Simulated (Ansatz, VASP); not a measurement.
# Two plane-wave programs on Sb

File INCAR:

```
SYSTEM = Sb
  PREC = Accurate
  ENCUT = 520
  EDIFF = 1E-6
  ISMEAR = 0
  SIGMA = 0.2
  LREAL = .FALSE.
  LASPH = .TRUE.
  NELM = 100
  ALGO = Normal
  ISIF = 2
  LWAVE = .FALSE.
  LCHARG = .FALSE.
  GGA = CA
  NBANDS = 12
```

KPOINTS

```
regular mesh
0
G
  9 9 9
  0 0 0
```

File POSCAR:

```
Sb
1.0
    2.1456002536      1.2387628840      3.6587425366
   -2.1456002536      1.2387628840      3.6587425366
    0.0000000000     -2.4775257680      3.6587425366
Sb
2
Direct
    0.2359371474      0.2359371474      0.2359371474
    0.7640628526      0.7640628526      0.7640628526
```

Input for Ansatz:

```yaml
crystal:
  lattice:
    - [2.1456002536, 1.238762884, 3.6587425366]
    - [-2.1456002536, 1.238762884, 3.6587425366]
    - [0.0, -2.477525768, 3.6587425366]
  atoms:
    - { symbol: Sb, position: [0.2359371474, 0.2359371474, 0.2359371474] }
    - { symbol: Sb, position: [0.7640628526, 0.7640628526, 0.7640628526] }
hamiltonian:
  xc: lda
  pseudopotentials:
    kind: paw
    azcp:
      Sb: "pseudopotentials/Sb.paw.azcp"
basis:
  ecutwfc: 420
  fft_grid_basis: typed
kpoints:
  mp_grid: { grid: [9, 9, 9], shift: [0, 0, 0] }
magnetization:
  spin_polarized: false
scf:
  occupations: { method: gaussian, width: 0.2 }
  lower_state_search: "off"
output:
  stress: true
  write_density: true
  write_potential: true
  elf: true
  volumetric_format: npy
```

Alike in both runs: task single point; functional LDA; k mesh 9 × 9 × 9; occupations gaussian, width 0.2 eV; no spin polarisation.

|  | VASP | Ansatz |
| --- | --- | --- |
| version | VASP 6.6.1 | Ansatz 0.2.0 |
| potentials or method | VASP PAW LDA potentials, release 64 (Sb), cutoff 520 eV | plane waves (420 eV) with PAW, scalar-relativistic |
| valence electrons in the cell | 10 | 30 |

|  | VASP | Ansatz | Ansatz less VASP |
| --- | --- | --- | --- |
| pressure (GPa) | 0.3 | 0.0 | -0.29 |
| traceless stress, the component that is largest in VASP (GPa) | -0.07 | -0.01 | +0.056 |

Ansatz warns that its potentials were made for another functional, while VASP's fit it. LDA's correlation is that of Perdew and Zunger in VASP and of Perdew and Wang (1992) in Ansatz. VASP's potentials hold 10 valence electrons a cell and Ansatz's 30, so a difference there can come from the potentials and not from the codes.

Spin-orbit coupling is off throughout.
